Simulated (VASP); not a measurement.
CdS, 4 atoms in the cell. It takes space group P6_3mc (No. 186, hexagonal). Conventional cell: a = 4.279 Å, b = 4.279 Å, c = 6.962 Å, α = 90.00°, β = 90.00°, γ = 120.00°. Cd (site symmetry 3m) has 4 S at 2.62 Å within 3.5 Å. Within 3.5 Å of S (site symmetry 3m) lie 4 Cd at 2.62 Å. 

- Program: VASP 6.6.1
- Task: relaxation of shape and atoms at fixed volume
- Functional: PBE
- Potentials or basis: VASP PAW PBE potentials, release 64 (Cd, S)
- Cutoff: 600 eV
- k mesh: 6 × 6 × 4
- Occupations: gaussian, width 0.02 eV
- Spin: no spin polarisation
- Dipole correction: no
- Further INCAR settings: ALGO = Normal; EDIFF = 1e-06; IBRION = 2; EDIFFG = -0.01; NSW = 50; ISIF = 4

Potentials or basis: VASP PAW PBE potentials, release 64 (Cd, S).

The run is started by

```sh
$ cat potpaw_PBE.64/Cd/POTCAR potpaw_PBE.64/S/POTCAR > POTCAR
$ mpirun -np 1 vasp_std > vasp.out
```

Hardware: 1 thread of Intel(R) Xeon(R) 6975P-C (Granite Rapids), on a shared host.

Problem. How long does it take, and how much memory?

Solution. Run time: 26 s on 1 thread of Intel(R) Xeon(R) 6975P-C (Granite Rapids) (shared host), peak memory 0.27 GiB. Counts: scf iterations 15, k points 21, ion steps 1.
